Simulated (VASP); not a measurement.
# BN (P-3m1) in VASP: further runs, part 2 of 2

VASP 6.6.1. The steps go on from the part before.

## Step 4: Single point, PBE+D3(BJ)

This run uses another cell than the first one, of 9.34 Å³/atom, 1.062 times its volume.

File INCAR:

```
SYSTEM = BN
ALGO = Normal
EDIFF = 1E-7
ENCUT = 520
GGA = PE
ISIF = 2
ISMEAR = 0
IVDW = 12
LASPH = .True.
LCHARG = .True.
LELF = .True.
LREAL = .False.
LVHAR = .True.
LWAVE = .False.
NBANDS = 26
NELM = 100
PREC = Accurate
SIGMA = 0.05
```

File KPOINTS:

```
k-points
0
Gamma
  10 10 2
  0 0 0
```

File POSCAR:

```
BN
1.0
   -2.5064381127      0.0000000000      0.0000000000
   -1.2532190563     -2.1706390786      0.0000000000
    0.0000000000      0.0000000000     13.7336949040
B N
4 4
Direct
    0.3333333333      0.3333333333      0.8431440426
    0.3333333333      0.3333333333      0.3613474468
    0.6666666667      0.6666666667      0.1204491489
    0.6666666667      0.6666666667      0.6022457447
    0.3333333333      0.3333333333      0.1204491489
    0.3333333333      0.3333333333      0.6022457447
    0.6666666667      0.6666666667      0.8431440426
    0.6666666667      0.6666666667      0.3613474468
```

Started as:

```sh
$ cat potpaw_PBE.64/B/POTCAR potpaw_PBE.64/N/POTCAR > POTCAR
$ mpirun -np 1 vasp_std > vasp.out
```

Wall time 86 s (1 thread of Intel Xeon Platinum 8175M at 2.50GHz (Skylake/Cascade Lake), shared host); peak memory 0.21 GiB.

Results (log left out):

| Property | Result |
| --- | --- |
| Free energy | -71.4143 eV |
| Pressure | 0.0 GPa |
| Largest force | 0.047 eV/Å |
| Band gap on the k mesh | 4.27 eV, indirect (least direct gap 4.69 eV) |
| Dispersion energy per atom | -0.136 eV |

Forces in eV/Å, atoms in the order of the input:
```
B    0.000  0.000  0.017
B    0.000  0.000  0.001
B    0.000  0.000 -0.017
B    0.000  0.000 -0.001
N    0.000  0.000 -0.047
N    0.000  0.000 -0.001
N    0.000  0.000  0.047
N    0.000  0.000  0.001
```

Stress tensor (GPa, compression positive):
```
 0.25  0.00  0.00
 0.00  0.25  0.00
 0.00  0.00 -0.61
```

Levels at points of the mesh, in eV from the valence-band top:
| k point | band 12 | band 13 | band 14 | band 15 | band 16 | band 17 | band 18 | band 19 | band 20 | band 21 |
| --- | --- | --- | --- | --- | --- | --- | --- | --- | --- | --- |
| (0.00, 0.00, 0.00) | -1.35 | -1.34 | -1.34 | -1.33 | -1.33 | 5.03 | 7.07 | 7.45 | 10.01 | 11.50 |
| (0.50, 0.00, 0.00) | -4.11 | -1.41 | -1.02 | -0.85 | -0.50 | 4.27 | 4.63 | 4.82 | 5.52 | 9.48 |
| (0.00, 0.00, 0.50) | -1.35 | -1.33 | -1.33 | -1.33 | -1.33 | 5.49 | 5.88 | 8.82 | 9.27 | 11.50 |
| (0.50, 0.00, 0.50) | -4.11 | -1.35 | -1.18 | -0.69 | -0.56 | 4.31 | 4.44 | 5.14 | 5.35 | 9.63 |

A k mesh can miss the band edges. PBE gaps usually lie below the measured ones, often by a third to a half.

## Step 5: Single point, PBE+D3(BJ)

This run uses another cell than the first one, of 9.51 Å³/atom, 1.081 times its volume.

File INCAR:

```
SYSTEM = BN
ALGO = Normal
EDIFF = 1E-6
ENCUT = 520
GGA = PE
ISIF = 2
ISMEAR = 0
IVDW = 12
LASPH = .TRUE.
LCHARG = .FALSE.
LREAL = .FALSE.
LWAVE = .FALSE.
NBANDS = 26
NELM = 60
PREC = Accurate
SIGMA = 0.05
```

File KPOINTS:

```
k-points
0
G
  10 10 2
  0 0 0
```

File POSCAR:

```
BN
1.0
   -2.5064381127      0.0000000000      0.0000000000
   -1.2532190563     -2.1706390786      0.0000000000
    0.0000000000      0.0000000000     13.9836949040
B N
4 4
Direct
    0.3333333333      0.3333333333      0.8280703434
    0.3333333333      0.3333333333      0.3548872900
    0.6666666667      0.6666666667      0.1182957633
    0.6666666667      0.6666666667      0.5914788167
    0.3333333333      0.3333333333      0.1182957633
    0.3333333333      0.3333333333      0.5914788167
    0.6666666667      0.6666666667      0.8280703434
    0.6666666667      0.6666666667      0.3548872900
```

Started as:

```sh
$ cat potpaw_PBE.64/B/POTCAR potpaw_PBE.64/N/POTCAR > POTCAR
$ mpirun -np 1 vasp_std > vasp.out
```

Wall time 87 s (1 thread of Intel Xeon Platinum 8175M at 2.50GHz (Skylake/Cascade Lake), shared host); peak memory 0.21 GiB.

It converged, with:

```
Free energy                : -71.3991 eV
Pressure                   : 0.0 GPa
Largest force              : 0.049 eV/Å
Band gap on the k mesh     : 4.29 eV, indirect (least direct gap 4.70 eV)
Dispersion energy per atom : -0.134 eV
```

Forces on the atoms (eV/Å):
```
B    0.000  0.000  0.014
B    0.000  0.000  0.001
B    0.000  0.000 -0.014
B    0.000  0.000 -0.001
N    0.000  0.000 -0.049
N    0.000  0.000 -0.002
N    0.000  0.000  0.049
N    0.000  0.000  0.002
```

Stress tensor (GPa, compression positive):
```
 0.27  0.00  0.00
 0.00  0.27  0.00
 0.00  0.00 -0.59
```

Levels at points of the mesh, in eV from the valence-band top:
| k point | band 14 | band 15 | band 16 | band 17 | band 18 | band 19 |
| --- | --- | --- | --- | --- | --- | --- |
| (0.00, 0.00, 0.00) | -1.33 | -1.32 | -1.32 | 4.93 | 6.88 | 7.36 |
| (0.50, 0.00, 0.00) | -1.04 | -0.81 | -0.51 | 4.29 | 4.61 | 4.87 |
| (0.00, 0.00, 0.50) | -1.33 | -1.32 | -1.32 | 5.30 | 5.85 | 8.62 |
| (0.50, 0.00, 0.50) | -1.14 | -0.71 | -0.55 | 4.31 | 4.48 | 5.10 |

A k mesh can miss the band edges. Expect the measured gap to be larger: semilocal functionals such as PBE lack the derivative discontinuity.

## Step 6: Single point, PBE+D3(BJ)

This run uses another cell than the first one, of 9.68 Å³/atom, 1.101 times its volume.

File INCAR:

```
SYSTEM = BN
PREC     = Accurate       ! precision mode
ENCUT    = 520            ! plane-wave cutoff, eV
EDIFF    = 1E-7           ! SCF threshold, eV
ISMEAR   = 0              ! smearing method
SIGMA    = 0.05           ! smearing width, eV
LREAL    = .False.        ! projectors in reciprocal space
LASPH    = .True.         ! aspherical terms in the spheres
NELM     = 80             ! most SCF steps
ALGO     = Normal         ! electronic algorithm
ISIF     = 2              ! what is computed and relaxed
LWAVE    = .False.        ! write WAVECAR
LCHARG   = .True.         ! write CHGCAR
GGA      = PE             ! functional
IVDW     = 12             ! dispersion correction
LELF     = .True.         ! ELF
LVHAR    = .True.       
NBANDS   = 26             ! bands
```

File KPOINTS:

```
regular mesh
0
Gamma
  10 10 2
  0 0 0
```

File POSCAR:

```
BN
1.0
   -2.5064381127      0.0000000000      0.0000000000
   -1.2532190563     -2.1706390786      0.0000000000
    0.0000000000      0.0000000000     14.2336949040
B N
4 4
Direct
    0.3333333333      0.3333333333      0.8135261518
    0.3333333333      0.3333333333      0.3486540651
    0.6666666667      0.6666666667      0.1162180217
    0.6666666667      0.6666666667      0.5810901084
    0.3333333333      0.3333333333      0.1162180217
    0.3333333333      0.3333333333      0.5810901084
    0.6666666667      0.6666666667      0.8135261518
    0.6666666667      0.6666666667      0.3486540651
```

Potentials or basis: VASP PAW PBE potentials, release 64 (B, N).

Started as:

```sh
$ cat potpaw_PBE.64/B/POTCAR potpaw_PBE.64/N/POTCAR > POTCAR
$ mpirun -np 1 vasp_std > vasp.out
```

Wall time 2.1 min (1 thread of Intel Xeon Platinum 8175M at 2.50GHz (Skylake/Cascade Lake), shared host); peak memory 0.22 GiB.

It converged, with:

- Free energy: -71.3854 eV
- Pressure: 0.0 GPa
- Largest force: 0.047 eV/Å
- Band gap on the k mesh: 4.30 eV, indirect (least direct gap 4.71 eV)
- Dispersion energy per atom: -0.132 eV

Forces on the atoms (eV/Å):
```
B    0.000  0.000  0.008
B    0.000  0.000  0.002
B    0.000  0.000 -0.008
B    0.000  0.000 -0.002
N    0.000  0.000 -0.047
N    0.000  0.000 -0.001
N    0.000  0.000  0.047
N    0.000  0.000  0.001
```

Stress tensor (GPa, compression positive):
```
 0.30  0.00  0.00
 0.00  0.30  0.00
 0.00  0.00 -0.55
```

Levels at points of the mesh, in eV from the valence-band top:
| k point | band 14 | band 15 | band 16 | band 17 | band 18 | band 19 |
| --- | --- | --- | --- | --- | --- | --- |
| (0.00, 0.00, 0.00) | -1.33 | -1.32 | -1.32 | 4.84 | 6.72 | 7.27 |
| (0.50, 0.00, 0.00) | -1.05 | -0.79 | -0.51 | 4.30 | 4.60 | 4.90 |
| (0.00, 0.00, 0.50) | -1.33 | -1.32 | -1.32 | 5.14 | 5.82 | 8.46 |
| (0.50, 0.00, 0.50) | -1.12 | -0.72 | -0.54 | 4.31 | 4.50 | 5.07 |

## Step 7: Overview

```tsv
cell	gap on the mesh (eV)	pressure (GPa)	largest force (eV/Å)
a = 2.506, b = 2.506, c = 12.934 Å, angles 90.0, 90.0, 60.0°, 8 atoms	4.16	0.4	0.11
a = 2.506, b = 2.506, c = 13.484 Å, angles 90.0, 90.0, 60.0°, 8 atoms	4.25	0.0	0.03
a = 2.506, b = 2.506, c = 13.734 Å, angles 90.0, 90.0, 60.0°, 8 atoms	4.27	0.0	0.05
a = 2.506, b = 2.506, c = 13.984 Å, angles 90.0, 90.0, 60.0°, 8 atoms	4.29	0.0	0.05
a = 2.506, b = 2.506, c = 14.234 Å, angles 90.0, 90.0, 60.0°, 8 atoms	4.30	0.0	0.05
```

Alike in all rows: task single point; level PBE+D3(BJ); potentials or basis VASP PAW PBE potentials, release 64 (B, N); no spin polarisation; k mesh 10 × 10 × 2; cutoff (eV) 520; smearing gaussian 0.05 eV.

Total energies depend on the potentials used, so only differences within one code and one set of settings carry meaning.
